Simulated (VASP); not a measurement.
## Na2IBr: single point with r2SCAN

Na2IBr:

```xyz
4
Lattice="2.1962 1.2680 7.1636 -2.1962 1.2680 7.1636 0.0000 -2.5360 7.1636" Properties=species:S:1:pos:R:3 pbc="T T T"
Br    2.1962    1.2680    7.1636
I     0.0000    0.0000   10.7455
Na    0.0000    0.0000    5.5073
Na    0.0000    0.0000   15.9836
```

```json
{
 "Program": "VASP 6.6.1",
 "Task": "single point",
 "Functional": "r2SCAN",
 "Potentials or basis": "VASP PAW PBE potentials, release 64 (Br, I, Na_pv)",
 "Cutoff": "520 eV",
 "k mesh": "6 × 6 × 6",
 "Occupations": "gaussian, width 0.01 eV",
 "Spin": "no spin polarisation"
}
```

```
Pressure               : -0.1 GPa
Largest force          : 0.013 eV/Å
Band gap on the k mesh : 4.06 eV
```

Forces on the atoms (eV/Å):
```
Br   0.000  0.000  0.000
I    0.000  0.000  0.000
Na   0.000  0.000  0.013
Na   0.000  0.000 -0.013
```

Levels at points of the mesh, in eV from the valence-band top:
```tsv
k point	band 12	band 13	band 14	band 15	band 16	band 17
(0.00, 0.00, 0.00)	-0.51	0.00	0.00	4.06	5.88	8.55
(0.50, 0.00, 0.00)	-1.55	-1.10	-0.51	6.28	6.49	7.10
(0.50, 0.50, 0.00)	-1.30	-0.69	-0.45	5.40	5.83	6.20
(0.50, 0.50, 0.50)	-1.27	-0.02	-0.02	5.21	5.90	7.85
```

Wall time 7.4 min on 1 thread of Intel(R) Xeon(R) 6975P-C (Granite Rapids) (shared host), peak memory 0.58 GiB.

Caveat: the PAW data sets were made with another functional, which shifts forces and pressure a little; spin-orbit coupling is left out, which moves the levels of the heavy elements. A k mesh can miss the band edges.
